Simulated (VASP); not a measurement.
Crystal: Ag.

```
Ag
1.0
     2.89000    0.00000    0.00000
    -1.44500    2.50281    0.00000
     0.00000    0.00000    4.71937
Ag
2
Direct
  0.33333 0.66667 0.25000
  0.66667 0.33333 0.75000
```

```yaml
Program: VASP 6.6.1
Task: relaxation of cell and atoms
Functional: LDA
Potentials_or_basis: VASP PAW LDA potentials, release 64 (Ag)
Cutoff: 600 eV
k_mesh: 7 × 7 × 4
Occupations: fermi-dirac, width 0.1 eV
Spin: no spin polarisation
```

At the start: pressure -7.4 GPa; volume 17.07 Å³/atom.

**Question.** Where does the relaxation end?

**Answer.** Over 3 steps the energy falls by 26.4 meV/atom and the volume is 16.01 Å³/atom (-6.2 %); space group P6_3/mmc (No. 194, to 0.05 Å).

The path:
| step | energy change (eV) | largest force (eV/Å) | pressure (GPa) | volume (Å³) |
| --- | --- | --- | --- | --- |
| 1 | 0.0000 | 0.0000 | -7.40 | 34.14 |
| 2 | -0.0128 | 0.0000 | 8.34 | 30.39 |
| 3 | -0.0528 | 0.0000 | -0.07 | 32.03 |

Final structure:
```
Ag
1.0
     2.82766    0.00000    0.00000
    -1.41383    2.44882    0.00000
     0.00000    0.00000    4.62529
Ag
2
Cartesian
  0.0000 1.6325 1.1563
  1.4138 0.8163 3.4690
```
